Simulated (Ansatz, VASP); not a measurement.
One calculation of Si4O7, two programs

The input INCAR:

```
ALGO     = Normal         # electronic algorithm
EDIFF    = 1E-6           # SCF threshold, eV
ENCUT    = 520            # plane-wave cutoff, eV
GGA      = PE             # functional
ISIF     = 2              # what is computed and relaxed
ISMEAR   = 0              # smearing method
LASPH    = T              # aspherical terms in the spheres
LCHARG   = F              # write CHGCAR
LREAL    = F              # projectors in reciprocal space
LWAVE    = F              # write WAVECAR
NBANDS   = 40             # bands
NELM     = 60             # most SCF steps
PREC     = Accurate       # precision mode
SIGMA    = 0.05           # smearing width, eV
```

KPOINTS

```
k-points
0
Gamma
  6 6 6
```

POSCAR

```
Si4O7
1.0
    0.0000000000      4.2357990674     -2.6899428419
    0.0000000000     -4.2357990674     -2.6899428419
   -4.2357990674      0.0000000000      2.6899428419
Si O
4 7
Direct
    0.2500000000      0.7500000000      0.5000000000
    0.7500000000      0.2500000000      0.5000000000
    0.0000000000      0.0000000000      1.0000000000
    0.5000000000      0.5000000000      1.0000000000
    1.0000000000      0.3069827092      0.3069827092
    0.5569827092      0.7500000000      0.8069827092
    0.0569827092      0.2500000000      0.8069827092
    0.0000000000      0.6930172908      0.6930172908
    0.4165320675      0.0000000000      0.4165320675
    0.9430172908      0.7500000000      0.1930172908
    0.4430172908      0.2500000000      0.1930172908
```

Input for Ansatz:

```yaml
crystal:
  lattice:
    - [0.0, 4.2357990674, -2.6899428419]
    - [0.0, -4.2357990674, -2.6899428419]
    - [-4.2357990674, 0.0, 2.6899428419]
  atoms:
    - { symbol: Si, position: [0.25, 0.75, 0.5] }
    - { symbol: Si, position: [0.75, 0.25, 0.5] }
    - { symbol: Si, position: [0.0, 0.0, 1.0] }
    - { symbol: Si, position: [0.5, 0.5, 1.0] }
    - { symbol: O, position: [1.0, 0.3069827092, 0.3069827092] }
    - { symbol: O, position: [0.5569827092, 0.75, 0.8069827092] }
    - { symbol: O, position: [0.0569827092, 0.25, 0.8069827092] }
    - { symbol: O, position: [0.0, 0.6930172908, 0.6930172908] }
    - { symbol: O, position: [0.4165320675, 0.0, 0.4165320675] }
    - { symbol: O, position: [0.9430172908, 0.75, 0.1930172908] }
    - { symbol: O, position: [0.4430172908, 0.25, 0.1930172908] }
basis:
  ecutwfc: 420
kpoints:
  mp_grid: { grid: [6, 6, 6] }
hamiltonian:
  xc: pbe
  pseudopotentials: { kind: paw, azcp: { folder: soft_1 } }
scf:
  occupations: { method: gaussian, width: 0.05 }
output:
  forces: true
  stress: true
  eigenvalues: true
  write_density: true
  write_potential: true
  elf: true
  volumetric_format: npy
```

Change from the starting cell: O vacancy; atom 9 moved 0.500 of the way to it and -0.500 Å across, host rigid.

Alike in both runs: task single point; functional PBE; k mesh 6 × 6 × 6; occupations gaussian, width 0.05 eV; no spin polarisation.

```csv
,VASP,Ansatz
version,VASP 6.6.1,Ansatz 0.2.0
potentials or method,"VASP PAW PBE potentials, release 64 (Si, O), cutoff 520 eV","scalar-relativistic, plane waves, PAW"
valence electrons in the cell,58,58
```

|  | VASP | Ansatz | Ansatz less VASP |
| --- | --- | --- | --- |
| gap on the k mesh at the Fermi level (eV) | none | none | - |
| rms of the force components (eV/Å) | 3.199 | 3.213 | +0.0139 |

Atom by atom the forces differ by 0.025 eV/Å (rms over components). A gap of «none» marks a metal or a gap that the smearing closes.
